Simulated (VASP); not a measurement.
Wanted: the native input for a VASP 6.6.1 run.

```yaml
Task: single point
Functional: PBE
Potentials_or_basis: VASP PAW PBE potentials, release 64 (B, As)
Cutoff: 520 eV
k_mesh: 15 × 15 × 15
Occupations: fermi-dirac, width 0.05 eV
Spin: no spin polarisation
Dipole_correction: no
Further_INCAR_settings: ALGO = Normal; EDIFF = 1e-07; NBANDS = 11
```

The structure of BAs (CsCl type) lies in POSCAR:

```
BAs
1.0
    2.9381870895      0.0000000000      0.0000000000
    0.0000000000      2.9381870895      0.0000000000
    0.0000000000      0.0000000000      2.9381870895
B As
1 1
Direct
    0.0000000000      0.0000000000      0.0000000000
    0.5000000000      0.5000000000      0.5000000000
```

These files were run (other wordings do the same):

INCAR

```
SYSTEM = BAs
ALGO     = Normal         ! electronic algorithm
EDIFF    = 1E-7           ! SCF threshold, eV
ENCUT    = 520            ! plane-wave cutoff, eV
GGA      = PE             ! functional
ISIF     = 2              ! what is computed and relaxed
ISMEAR   = -1             ! smearing method
LASPH    = .TRUE.         ! aspherical terms in the spheres
LCHARG   = .FALSE.        ! write CHGCAR
LREAL    = .FALSE.        ! projectors in reciprocal space
LWAVE    = .FALSE.        ! write WAVECAR
NBANDS   = 11             ! bands
NELM     = 60             ! most SCF steps
PREC     = Accurate       ! precision mode
SIGMA    = 0.05           ! smearing width, eV
```

KPOINTS

```
k-points
0
G
  15 15 15
  0 0 0
```

Potentials or basis: VASP PAW PBE potentials, release 64 (B, As).

Run with:

```sh
$ cat potpaw_PBE.64/B/POTCAR potpaw_PBE.64/As/POTCAR > POTCAR
$ mpirun -np 1 vasp_std > vasp.out
```

Results of the run:

The pressure is 0.2 GPa. The band gap on the k mesh is zero (band 4 reaches 9.64 eV, above the bottom of band 5 at 4.53 eV).

It took 36 s on 1 thread of Intel Xeon 8259CL, on a shared host, peak memory 0.16 GiB.
